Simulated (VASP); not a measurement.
A run of VASP 6.6.1 is set up as follows.

Contents of INCAR:

```
AGGAC = 1.0
AGGAX = 1.0
ALDAC = 0.0
ALDAX = 1.0
ALGO = Normal
EDIFF = 1E-6
ENCUT = 520
GGA = B5
ISIF = 2
ISMEAR = -1
LASPH = True
LCHARG = False
LREAL = False
LWAVE = False
NBANDS = 13
NELM = 100
PREC = Accurate
SIGMA = 0.1
```

The input KPOINTS:

```
k-points
0
Gamma
  15 15 15
```

POSCAR

```
Mo
1.0
    0.0000000000      2.0542320598      2.0542320598
    2.0542320598      0.0000000000      2.0542320598
    2.0542320598      2.0542320598      0.0000000000
Mo
1
Direct
    0.0000000000      0.0000000000      0.0000000000
```

Potentials or basis: VASP PAW PBE potentials, release 64 (Mo_sv).

Launch:

```bash
$ cat potpaw_PBE.64/Mo_sv/POTCAR > POTCAR
$ mpirun -np 1 vasp_std > vasp.out
```

Question: What does it give for the pressure?

Answer: -6.8 GPa.

Question: What does it give for the band gap on the k mesh?

Answer: Zero (band 7 reaches 14.62 eV, above the bottom of band 8 at 10.49 eV).

Caveat: the PAW data sets were made with another functional, which shifts forces and pressure a little.
